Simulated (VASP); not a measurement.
A run of VASP 6.6.1 is set up as follows.

File INCAR:

```
SYSTEM = HfO2
  PREC = Accurate
  ENCUT = 520
  EDIFF = 1E-6
  ISMEAR = 0
  SIGMA = 0.01
  LREAL = .False.
  LASPH = .True.
  NELM = 60
  ALGO = Normal
  ISIF = 2
  LWAVE = .False.
  LCHARG = .False.
  GGA = PE
  NBANDS = 18
```

File KPOINTS:

```
regular mesh
0
Gamma
  6 6 6
  0 0 0
```

The input POSCAR:

```
HfO2
1.0
    0.0000000000      2.5291823194      2.5291823194
    2.5291823194      0.0000000000      2.5291823194
    2.5291823194      2.5291823194      0.0000000000
Hf O
1 2
Direct
    0.0000000000      0.0000000000      0.0000000000
    0.2500000000      0.2500000000      0.2500000000
    0.7500000000      0.7500000000      0.7500000000
```

Potentials or basis: VASP PAW PBE potentials, release 64 (Hf_pv, O).

Command:

```console
$ cat potpaw_PBE.64/Hf_pv/POTCAR potpaw_PBE.64/O/POTCAR > POTCAR
$ mpirun -np 1 vasp_std > vasp.out
```

Problem. Predict the pressure.

Solution. 2.1 GPa.

Problem. Predict the band gap on the k mesh.

Solution. 3.82 eV, direct.

Caveat: spin-orbit coupling is left out, which moves the levels of the heavy elements. A k mesh can miss the band edges.
